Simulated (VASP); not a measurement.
A run of VASP 6.6.1 is set up as follows.

POSCAR

```
Ti3C2
1.0
    3.2172496607      0.0000000000      0.0000000000
   -1.6086248303      2.7862199365      0.0000000000
    0.0000000000      0.0000000000     15.8744441081
Ti C
6 4
Direct
    0.3333333333      0.6666666667      0.8441961089
    0.6666666667      0.3333333333      0.3441961089
    0.6666666667      0.3333333333      0.1558038911
    0.3333333333      0.6666666667      0.6558038911
    0.0000000000      0.0000000000      0.0000000000
    0.0000000000      0.0000000000      0.5000000000
    0.6666666667      0.3333333333      0.9141626305
    0.3333333333      0.6666666667      0.4141626305
    0.6666666667      0.3333333333      0.5858373695
    0.3333333333      0.6666666667      0.0858373695
```

File INCAR.step1:

```
SYSTEM = Ti3C2
PREC = Accurate ; ENCUT = 520
ISMEAR = 0 ; SIGMA = 0.15
LREAL = .FALSE. ; LASPH = .TRUE.
NELM = 100 ; NBANDS = 55
GGA = PE ; ALGO = Normal
EDIFF = 1E-4 ; LWAVE = .TRUE.
LCHARG = .FALSE.
```

Contents of INCAR.step2:

```
SYSTEM = Ti3C2
PREC = Accurate ; ENCUT = 520
EDIFF = 1E-6 ; ISMEAR = 0
SIGMA = 0.15 ; LREAL = .FALSE.
LASPH = .TRUE. ; NELM = 100
ALGO = Normal ; ISIF = 2
LWAVE = .FALSE. ; LCHARG = .FALSE.
METAGGA = R2SCAN ; LMIXTAU = .TRUE.
NBANDS = 55 ; ISTART = 1
```

File KPOINTS:

```
regular mesh
0
G
  12 12 4
  0 0 0
```

Potentials or basis: VASP PAW PBE potentials, release 64 (Ti_sv, C).

Command:

```console
$ cat potpaw_PBE.64/Ti_sv/POTCAR potpaw_PBE.64/C/POTCAR > POTCAR
$ cp INCAR.step1 INCAR
$ mpirun -np 1 vasp_std > vasp.out
$ cp INCAR.step2 INCAR
$ mpirun -np 1 vasp_std > vasp.out
```

Q: What does it give for the pressure?

A: -22.0 GPa.

Q: Estimate the largest force.

A: 1.525 eV/Å.

Forces in eV/Å, atoms in the order of the input:
```
Ti   0.000  0.000  1.525
Ti   0.000  0.000  1.525
Ti   0.000  0.000 -1.525
Ti   0.000  0.000 -1.525
Ti   0.000  0.000  0.000
Ti   0.000  0.000  0.000
C    0.000  0.000 -0.292
C    0.000  0.000 -0.292
C    0.000  0.000  0.292
C    0.000  0.000  0.292
```

Caveat: the cell differs from its parent crystal (strain +0.050 along x and y, +0.050 along z); the cell stands under tension; the PAW data sets were made with another functional, which shifts forces and pressure a little.
